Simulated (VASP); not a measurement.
Fe:

```xyz
2
Lattice="1.7001 -1.7262 0.0000 1.7001 1.7262 0.0000 0.0000 0.0000 3.7097" Properties=species:S:1:pos:R:3 pbc="T T T"
Fe    1.7001    0.0000    1.8549
Fe    0.0000    0.0000    0.0000
```

| Item | Value |
| --- | --- |
| Program | VASP 6.6.1 |
| Task | relaxation of cell and atoms |
| Functional | PBEsol |
| Potentials or basis | VASP PAW PBE potentials, release 64 (Fe) |
| Cutoff | 600 eV |
| k mesh | 9 × 9 × 6 |
| Occupations | gaussian, width 0.1 eV |
| Spin | collinear spin, ferromagnetic start |
| Starting moments | [3.5, 3.5] μB |

At the start: pressure 4.0 GPa; volume 10.89 Å³/atom.

Problem. Where does the relaxation end?

Solution. Over 28 steps the energy falls by 161.2 meV/atom and the volume is 10.81 Å³/atom (-0.7 %); space group Im-3m (No. 229, to 0.05 Å); moment 4.20 μB per cell.

The path:
| step | energy change (eV) | largest force (eV/Å) | pressure (GPa) | volume (Å³) |
| --- | --- | --- | --- | --- |
| 1 | 0.0000 | 0.0000 | 4.03 | 21.77 |
| 2 | -0.0382 | 0.0000 | -2.69 | 22.64 |
| 3 | -0.0397 | 0.0000 | -3.94 | 22.81 |
| 4 | -0.0626 | 0.0000 | -1.24 | 22.50 |
| 5 | -0.0636 | 0.0000 | -0.59 | 22.44 |
| 6 | -0.0825 | 0.0000 | 0.66 | 22.22 |
| 7 | -0.1696 | 0.0000 | 4.08 | 21.52 |
| 8 | -0.1794 | 0.0000 | 24.06 | 19.90 |
| 9 | -0.2430 | 0.0000 | 12.06 | 20.72 |
| 10 | -0.2424 | 0.0000 | 14.90 | 20.51 |
| 11 | -0.2443 | 0.0000 | 15.02 | 20.51 |
| 12 | -0.2489 | 0.0000 | 15.32 | 20.49 |
| 13 | -0.2527 | 0.0000 | 15.89 | 20.44 |
| 14 | -0.2582 | 0.0000 | 15.11 | 20.49 |
| 15 | -0.2732 | 0.0000 | 12.83 | 20.64 |
| 16 | -0.2964 | 0.0000 | 8.46 | 20.95 |
| 17 | -0.3176 | 0.0000 | 0.56 | 21.57 |
| 18 | -0.3181 | 0.0000 | -0.64 | 21.68 |
| 19 | -0.3181 | 0.0000 | -0.92 | 21.70 |
| 20 | -0.3187 | 0.0000 | -0.85 | 21.69 |
| 21 | -0.3204 | 0.0000 | -0.61 | 21.67 |
| 22 | -0.3221 | 0.0000 | -0.09 | 21.62 |
| 23 | -0.3222 | 0.0000 | 0.07 | 21.60 |
| 24 | -0.3222 | 0.0000 | 0.09 | 21.60 |
| 25 | -0.3223 | 0.0000 | 0.03 | 21.60 |
| 26 | -0.3224 | 0.0000 | -0.12 | 21.62 |
| 27 | -0.3223 | 0.0000 | -0.44 | 21.65 |
| 28 | -0.3224 | 0.0000 | -0.20 | 21.63 |

Final structure:
```yaml
crystal:
  lattice:
    - [1.39821, -1.96390, 0.00000]
    - [1.39821, 1.96390, 0.00000]
    - [0.00000, 0.00000, 3.93813]
  atoms:
    - { symbol: Fe, position: [0.50000, 0.50000, 0.50000] }
    - { symbol: Fe, position: [0.00000, 0.00000, 0.00000] }
```

Caveat: the PAW data sets were made with another functional, which shifts forces and pressure a little.
